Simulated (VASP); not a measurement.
# GaSb (Immm) in VASP: notebook

GaSb is run at these levels: PBEsol, LDA; tasks: single point.

All numbers are computed with VASP 6.6.1; they aren't measurements. Logs are shortened: lines on timing, memory, paths and dates and some standing lists are left out, and cuts for length are marked.

### Step 1. The cell of the first run

Symmetry: Immm, No. 71, orthorhombic system. Conventional cell: a = 3.091 Å, b = 5.314 Å, c = 5.748 Å, α = 90.00°, β = 90.00°, γ = 90.00°. Within 3.8 Å of Sb (site symmetry mmm) lie 6 Ga at 2.87 to 3.07 Å and 2 Sb at 3.09 Å. Within 3.8 Å of Ga (site symmetry mmm) lie 6 Sb at 2.87 to 3.07 Å and 2 Ga at 3.09 Å.

### Step 2. Single point, PBEsol (volume scaled by 0.98)

File INCAR:

```
  PREC = Accurate
  ENCUT = 520
  EDIFF = 1E-6
  ISMEAR = -1
  SIGMA = 0.05
  LREAL = False
  LASPH = True
  NELM = 100
  ALGO = Normal
  ISIF = 2
  LWAVE = False
  LCHARG = True
  GGA = PS
  LELF = True
  LVHAR = True
  NBANDS = 16
```

File KPOINTS:

```
regular mesh
0
Gamma
  10 10 10
```

File POSCAR:

```
GaSb
1.0
   -1.5454583968      2.6570494188      2.8738942068
    1.5454583968     -2.6570494188      2.8738942068
    1.5454583968      2.6570494188     -2.8738942068
Sb Ga
1 1
Direct
    0.5000000000      0.5000000000      0.0000000000
    0.0000000000      0.0000000000      0.0000000000
```

Potentials or basis: VASP PAW PBE potentials, release 64 (Sb, Ga_d).

Started as:

```bash
$ cat potpaw_PBE.64/Sb/POTCAR potpaw_PBE.64/Ga_d/POTCAR > POTCAR
$ mpirun -np 1 vasp_std > vasp.out
```

OUTCAR:

```text
PREC = Accurate
   ENCUT = 520
   EDIFF = 1E-6
   ISMEAR = -1
   LREAL = False
   LASPH = True
   NELM = 100
   ISIF = 2
   GGA = PS

 ion  position               nearest neighbor table
   1  0.500  0.500  0.000-   2 2.87   2 2.87   2 3.07   2 3.07   2 3.07   2 3.07
   2  0.000  0.000  0.000-   1 2.87   1 2.87   1 3.07   1 3.07   1 3.07   1 3.07

  LATTYP: Found a body centered orthorhombic cell.
 ALAT       =     3.0909167936
 B/A-ratio  =     1.7192629865
 C/A-ratio  =     1.8595739703

  Lattice vectors:

 A1 = (  -1.5454583968,   2.6570494188,   2.8738942068)
 A2 = (   1.5454583968,  -2.6570494188,   2.8738942068)
 A3 = (   1.5454583968,   2.6570494188,  -2.8738942068)

Analysis of symmetry for initial positions (statically):
=====================================================================
 Subroutine PRICEL returns:
 Original cell was already a primitive cell.

 Routine SETGRP: Setting up the symmetry group for a
 body centered orthorhombic supercell.

 Subroutine GETGRP returns: Found  8 space group operations
 (whereof  8 operations were pure point group operations)
 out of a pool of  8 trial point group operations.

The static configuration has the point symmetry D_2h.

Analysis of symmetry for dynamics (positions and initial velocities):
=====================================================================
 Subroutine PRICEL returns:
 Original cell was already a primitive cell.

 Routine SETGRP: Setting up the symmetry group for a
 body centered orthorhombic supercell.

 Subroutine GETGRP returns: Found  8 space group operations
 (whereof  8 operations were pure point group operations)
 out of a pool of  8 trial point group operations.

The dynamic configuration has the point symmetry D_2h.

 Subroutine INISYM returns: Found  8 space group operations
 (whereof  8 operations are pure point group operations),
 and found     1 'primitive' translations

----------------------------------------------------------------------------------------

                                     Primitive cell

  volume of cell :      47.2050

  direct lattice vectors                    reciprocal lattice vectors
    -1.545458397  2.657049419  2.873894207     0.000000000  0.188178660  0.173979960
     1.545458397 -2.657049419  2.873894207     0.323528606  0.000000000  0.173979960
     1.545458397  2.657049419 -2.873894207     0.323528606  0.188178660  0.000000000

[... 75 lines left out ...]
   ISTART =      0    job   : 0-new  1-cont  2-samecut
   ICHARG =      2    charge: 1-file 2-atom 10-const
   ISPIN  =      1    spin polarized calculation?
   LNONCOLLINEAR =      F non collinear calculations
   LSORBIT =      F    spin-orbit coupling
   LASPH  =      T    aspherical Exc in radial PAW
   ENCUT  =  520.0 eV  38.22 Ry    6.18 a.u.   7.82  7.82  7.82*2*pi/ulx,y,z
   NELM   =    100;   NELMIN=  2; NELMDL= -5     # of ELM steps
   EDIFF  = 0.1E-05   stopping-criterion for ELM
   LREAL  =      F    real-space projection
   EDIFFG = 0.1E-04   stopping-criterion for IOM
   NSW    =      0    number of steps for IOM
   IBRION =     -1    ionic relax: 0-MD 1-quasi-New 2-CG
   NFREE  =      0    steps in history (QN), initial steepest desc. (CG)
   ISIF   =      2    stress and relaxation
   ISYM   =      2    0-nonsym 1-usesym 2-fastsym
   POTIM  = 0.5000    time-step for ionic-motion
   TEBEG  =    0.0;   TEEND  =   0.0 temperature during run
   PSTRESS=    0.0 pullay stress
   NELECT =      18.0000    total number of electrons
   NUPDOWN=      -1.0000    fix difference up-down
   EMIN   =  10.00;   EMAX   =-10.00  energy-range for DOS
   EFERMI =   0.00;   METHOD = LEGACY
   ISMEAR =    -1;   SIGMA  =   0.05  broadening in eV -4-tet -1-fermi 0-gaus
   EFERMI_NEDOS =   21; number of points for ismear=-14 and -15
   IALGO  =     38    algorithm
   IMIX   =      4    mixing-type and parameters
     AMIX     =   0.40;   BMIX     =  1.00
     AMIX_MAG =   1.60;   BMIX_MAG =  1.00
  volume/ion in A,a.u.               =      23.60       159.28
  Fermi-wavevector in a.u.,A,eV,Ry     =   1.187143  2.243375 19.174811  1.409309
  Thomas-Fermi vector in A             =   2.323301
   LORBIT       =      0    0 simple, 1 ext, 2 COOP (PROOUT), +10 PAW based schemes
   GGA     = PS    functional components
   LHFCALC =     F    Hartree Fock is set to
   AEXX    =    0.0000 exact exchange contribution
   IVDW    =     0    specifies the selected vdW correction
   LEPSILON=     F    determine dielectric tensor
   LRPA    =     F    only Hartree local field effects (RPA)
 non-spin polarized calculation
  energy-cutoff  :      520.00
  volume of cell :       47.20
 maximum number of plane-waves:      1302
   NGX = 15   NGY = 15   NGZ = 15

 number of electron      17.9999993 magnetization

 Free energy of the ion-electron system (eV)
  ---------------------------------------------------
  ext. energy  EPLUGINS =         0.00000000
  ---------------------------------------------------
  free energy    TOTEN  =        -7.86756287 eV

  energy without entropy =       -7.86229320  energy(sigma->0) =       -7.86492804

 E-fermi :   6.6415     XC(G=0): -10.4673

 val. band max:        6.6327936427   @ k =  -0.2000   0.2000   0.1000
 cond. band min:       6.6454130552   @ k =  -0.4000  -0.4000   0.1000
 fundamental gap:      0.0126194125
 Fermi energy:         6.6415292712

 k-point     1 :       0.0000    0.0000    0.0000
  band No.  band energies     occupation
      1      -8.2301      2.00000
      2      -8.1328      2.00000
      3      -8.1306      2.00000
      4      -8.1104      2.00000
      5      -8.0769      2.00000
      6      -5.4740      2.00000
[... 433 lines left out ...]
      3      -8.1322      2.00000
      4      -8.1207      2.00000
      5      -8.0981      2.00000
      6      -4.3820      2.00000
[... 8 lines left out ...]
     15      14.4940      0.00000
     16      15.9712      0.00000

 [... further k-points ...]
[... 5 lines left out ...]
  --------------------------------------------------------------------------------------
  -------------------------------------------------------------------------------------
  Total       -0.3087512     -0.7367877     -0.8478715      0.0000000      0.0000000      0.0000000
  in kB      -10.4792805    -25.0072105    -28.7774907      0.0000000      0.0000000      0.0000000
  external PRESSURE =     -21.4213272 kB  Pullay stress =       0.0000000 kB

 VOLUME and BASIS-vectors are now :
 -----------------------------------------------------------------------------
  energy-cutoff  :      520.00
  volume of cell :       47.20
      direct lattice vectors                 reciprocal lattice vectors
    -1.545458397  2.657049419  2.873894207     0.000000000  0.188178660  0.173979960
     1.545458397 -2.657049419  2.873894207     0.323528606  0.000000000  0.173979960
     1.545458397  2.657049419 -2.873894207     0.323528606  0.188178660  0.000000000

 POSITION                                       TOTAL-FORCE (eV/Angst)
 -----------------------------------------------------------------------------------
      0.00000      0.00000      2.87389         0.000000     -0.000000     -0.000000
      0.00000      0.00000      0.00000        -0.000000      0.000000      0.000000
 -----------------------------------------------------------------------------------
    total drift:                               -0.000000     -0.000000     -0.000000

  FREE ENERGIE OF THE ION-ELECTRON SYSTEM (eV)
  ---------------------------------------------------
  free  energy   TOTEN  =        -7.8675628714 eV

  energy  without entropy=       -7.8622932005  energy(sigma->0) =       -7.86492804
```

stdout:

```text
POSCAR found type information on POSCAR SbGa
 POSCAR found :  2 types and       2 ions
 scaLAPACK will be used
 -----------------------------------------------------------------------------
|                                                                             |
|                                                                             |
|     You enforced a specific xc type in the INCAR file but a different       |
|     I HOPE YOU KNOW WHAT YOU ARE DOING!                                     |
|                                                                             |
 -----------------------------------------------------------------------------

 LDA part: xc-table for (Slater+PW92), standard interpolation
 POSCAR, INCAR and KPOINTS ok, starting setup
 FFT: planning ... GRIDC
 FFT: planning ... GRID_SOFT
 FFT: planning ... GRID
 WAVECAR not read
 entering main loop
```

Run time: 29 s. Hardware: 1 thread of Intel Xeon 6975P-C (Granite Rapids), shared host; peak memory 0.27 GiB.

What came out:

| Property | Result |
| --- | --- |
| Free energy | -7.8676 eV |
| Pressure | -2.1 GPa |
| Band gap on the k mesh | zero (band 9 reaches 8.65 eV, above the bottom of band 10 at 4.04 eV) |

Caveat: the cell differs from its parent crystal (volume scaled by 0.98); the PAW data sets were made with another functional, which shifts forces and pressure a little; spin-orbit coupling is left out, which moves the levels of the heavy elements.

### Step 3. Single point, LDA

This run uses another cell than the first one, of 24.08 Å³/atom, 1.020 times its volume.

File INCAR:

```
SYSTEM = GaSb
PREC = Accurate
ENCUT = 520
EDIFF = 1E-6
ISMEAR = -1
SIGMA = 0.05
LREAL = .False.
LASPH = .True.
NELM = 80
ALGO = Normal
ISIF = 2
LWAVE = .False.
LCHARG = .False.
GGA = CA
NBANDS = 16
```

File KPOINTS:

```
regular mesh
0
Gamma
  10 10 10
  0 0 0
```

File POSCAR:

```
GaSb
1.0
   -1.5559010000      2.6750030000      2.8933130000
    1.5559010000     -2.6750030000      2.8933130000
    1.5559010000      2.6750030000     -2.8933130000
Sb Ga
1 1
Direct
    0.5000000000      0.5000000000      0.0000000000
    0.0000000000      0.0000000000      0.0000000000
```

Potentials or basis: VASP PAW LDA potentials, release 64 (Sb, Ga_d).

Started as:

```bash
$ cat potpaw_LDA.64/Sb/POTCAR potpaw_LDA.64/Ga_d/POTCAR > POTCAR
$ mpirun -np 1 vasp_std > vasp.out
```

OUTCAR:

```text
SYSTEM = GaSb
   PREC = Accurate
   ENCUT = 520
   EDIFF = 1E-6
   ISMEAR = -1
   LREAL = .False.
   LASPH = .True.
   NELM = 80
   ISIF = 2
   GGA = CA

 ion  position               nearest neighbor table
   1  0.500  0.500  0.000-   2 2.89   2 2.89   2 3.09   2 3.09   2 3.09   2 3.09
   2  0.000  0.000  0.000-   1 2.89   1 2.89   1 3.09   1 3.09   1 3.09   1 3.09

  LATTYP: Found a body centered orthorhombic cell.
 ALAT       =     3.1118020000
 B/A-ratio  =     1.7192629865
 C/A-ratio  =     1.8595739703

  Lattice vectors:

 A1 = (  -1.5559010000,   2.6750030000,   2.8933130000)
 A2 = (   1.5559010000,  -2.6750030000,   2.8933130000)
 A3 = (   1.5559010000,   2.6750030000,  -2.8933130000)

Analysis of symmetry for initial positions (statically):
=====================================================================
 Subroutine PRICEL returns:
 Original cell was already a primitive cell.

 Routine SETGRP: Setting up the symmetry group for a
 body centered orthorhombic supercell.

 Subroutine GETGRP returns: Found  8 space group operations
 (whereof  8 operations were pure point group operations)
[... 157 lines left out ...]
  ext. energy  EPLUGINS =         0.00000000
  ---------------------------------------------------
  free energy    TOTEN  =        -8.31111227 eV

  energy without entropy =       -8.30553298  energy(sigma->0) =       -8.30832262

 E-fermi :   6.3664     XC(G=0): -10.4702

 val. band max:        6.3570400851   @ k =  -0.4000   0.5000   0.1000
 cond. band min:       6.3800271250   @ k =  -0.3000  -0.2000   0.1000
 fundamental gap:      0.0229870399
 Fermi energy:         6.3663802110

 k-point     1 :       0.0000    0.0000    0.0000
  band No.  band energies     occupation
      1      -8.6154      2.00000
      2      -8.5228      2.00000
      3      -8.5196      2.00000
      4      -8.5037      2.00000
      5      -8.4712      2.00000
      6      -5.5847      2.00000
[... 433 lines left out ...]
      3      -8.5229      2.00000
      4      -8.5107      2.00000
      5      -8.4908      2.00000
      6      -4.5220      2.00000
[... 8 lines left out ...]
     15      14.2643      0.00000
     16      15.6004      0.00000

 [... further k-points ...]
[... 5 lines left out ...]
  --------------------------------------------------------------------------------------
  -------------------------------------------------------------------------------------
  Total       -1.0234118     -1.4247872     -1.5956762      0.0000000      0.0000000      0.0000000
  in kB      -34.0407694    -47.3913350    -53.0754522      0.0000000      0.0000000      0.0000000
  external PRESSURE =     -44.8358522 kB  Pullay stress =       0.0000000 kB

 VOLUME and BASIS-vectors are now :
 -----------------------------------------------------------------------------
  energy-cutoff  :      520.00
  volume of cell :       48.17
      direct lattice vectors                 reciprocal lattice vectors
    -1.555901000  2.675003000  2.893313000     0.000000000  0.186915678  0.172812274
     1.555901000 -2.675003000  2.893313000     0.321357207  0.000000000  0.172812274
     1.555901000  2.675003000 -2.893313000     0.321357207  0.186915678  0.000000000

 POSITION                                       TOTAL-FORCE (eV/Angst)
 -----------------------------------------------------------------------------------
      0.00000      0.00000      2.89331        -0.000000      0.000000     -0.000000
      0.00000      0.00000      0.00000         0.000000     -0.000000      0.000000
 -----------------------------------------------------------------------------------
    total drift:                               -0.000000      0.000000      0.000000

  FREE ENERGIE OF THE ION-ELECTRON SYSTEM (eV)
  ---------------------------------------------------
  free  energy   TOTEN  =        -8.3111122664 eV

  energy  without entropy=       -8.3055329797  energy(sigma->0) =       -8.30832262
```

It took 29 s on 1 thread of Intel Xeon 6975P-C (Granite Rapids), shared host; peak memory 0.26 GiB.

Results:

| Property | Result |
| --- | --- |
| Free energy | -8.3111 eV |
| Pressure | -4.5 GPa |
| Band gap on the k mesh | zero (band 9 reaches 8.27 eV, above the bottom of band 10 at 3.88 eV) |

Stress tensor (GPa, compression positive):
```
-3.40  0.00  0.00
 0.00 -4.74  0.00
 0.00  0.00 -5.31
```

Caveat: spin-orbit coupling is left out, which moves the levels of the heavy elements.

### Step 4. Single point, PBEsol

This run uses another cell than the first one, of 24.08 Å³/atom, 1.020 times its volume.

Changes to INCAR since step 3:

```diff
@@ -8,3 +8,3 @@
 LASPH = .True.
-NELM = 80
+NELM = 100
 ALGO = Normal
@@ -13,3 +13,3 @@
 LCHARG = .False.
-GGA = CA
+GGA = PS
 NBANDS = 16
```

KPOINTS is that of step 3.

POSCAR is that of step 3.

Potentials or basis: VASP PAW PBE potentials, release 64 (Sb, Ga_d).

Started as:

```bash
$ cat potpaw_PBE.64/Sb/POTCAR potpaw_PBE.64/Ga_d/POTCAR > POTCAR
$ mpirun -np 1 vasp_std > vasp.out
```

OUTCAR:

```text
SYSTEM = GaSb
   PREC = Accurate
   ENCUT = 520
   EDIFF = 1E-6
   ISMEAR = -1
   LREAL = .False.
   LASPH = .True.
   NELM = 100
   ISIF = 2
   GGA = PS

 ion  position               nearest neighbor table
   1  0.500  0.500  0.000-   2 2.89   2 2.89   2 3.09   2 3.09   2 3.09   2 3.09
   2  0.000  0.000  0.000-   1 2.89   1 2.89   1 3.09   1 3.09   1 3.09   1 3.09

  LATTYP: Found a body centered orthorhombic cell.
 ALAT       =     3.1118020000
 B/A-ratio  =     1.7192629865
 C/A-ratio  =     1.8595739703

  Lattice vectors:

[... 626 lines left out ...]
      4      -8.3316      2.00000
      5      -8.3114      2.00000
      6      -4.4833      2.00000
[... 8 lines left out ...]
     15      14.2497      0.00000
     16      15.6695      0.00000

 [... further k-points ...]
[... 5 lines left out ...]
  --------------------------------------------------------------------------------------
  -------------------------------------------------------------------------------------
  Total       -0.6447232     -1.0386654     -1.1652672      0.0000000      0.0000000      0.0000000
  in kB      -21.4448127    -34.5481360    -38.7591708      0.0000000      0.0000000      0.0000000
  external PRESSURE =     -31.5840399 kB  Pullay stress =       0.0000000 kB

 VOLUME and BASIS-vectors are now :
 -----------------------------------------------------------------------------
  energy-cutoff  :      520.00
  volume of cell :       48.17
      direct lattice vectors                 reciprocal lattice vectors
    -1.555901000  2.675003000  2.893313000     0.000000000  0.186915678  0.172812274
     1.555901000 -2.675003000  2.893313000     0.321357207  0.000000000  0.172812274
     1.555901000  2.675003000 -2.893313000     0.321357207  0.186915678  0.000000000

 POSITION                                       TOTAL-FORCE (eV/Angst)
 -----------------------------------------------------------------------------------
      0.00000      0.00000      2.89331        -0.000000      0.000000     -0.000000
      0.00000      0.00000      0.00000         0.000000     -0.000000      0.000000
 -----------------------------------------------------------------------------------
    total drift:                               -0.000000      0.000000      0.000000

  FREE ENERGIE OF THE ION-ELECTRON SYSTEM (eV)
  ---------------------------------------------------
  free  energy   TOTEN  =        -7.8522426993 eV

  energy  without entropy=       -7.8467711684  energy(sigma->0) =       -7.84950693
```

Wall time 29 s (1 thread of Intel Xeon 6975P-C (Granite Rapids), shared host); peak memory 0.27 GiB.

What came out:

```yaml
Free_energy: -7.8522 eV
Pressure: -3.2 GPa
Band_gap_on_the_k_mesh: zero (band 9 reaches 8.35 eV, above the bottom of band 10 at 3.88 eV)
```

Levels at points of the mesh, in eV from the Fermi level:
```tsv
k point	band 7	band 8	band 9	band 10	band 11	band 12
(0.00, 0.00, 0.00)	-3.22	-2.15	-1.71	3.33	5.35	6.13
(0.50, 0.00, 0.00)	-8.03	-0.21	1.46	2.03	2.55	4.80
(0.00, 0.50, 0.00)	-6.02	-2.02	-0.48	-0.27	1.08	2.85
(0.50, 0.50, 0.00)	-5.04	-3.00	-2.07	-1.71	3.27	3.84
(0.50, 0.50, 0.50)	-5.93	-5.10	-4.81	3.28	7.09	9.58
```

Caveat: the PAW data sets were made with another functional, which shifts forces and pressure a little; spin-orbit coupling is left out, which moves the levels of the heavy elements.

[end of part 1 of 2]
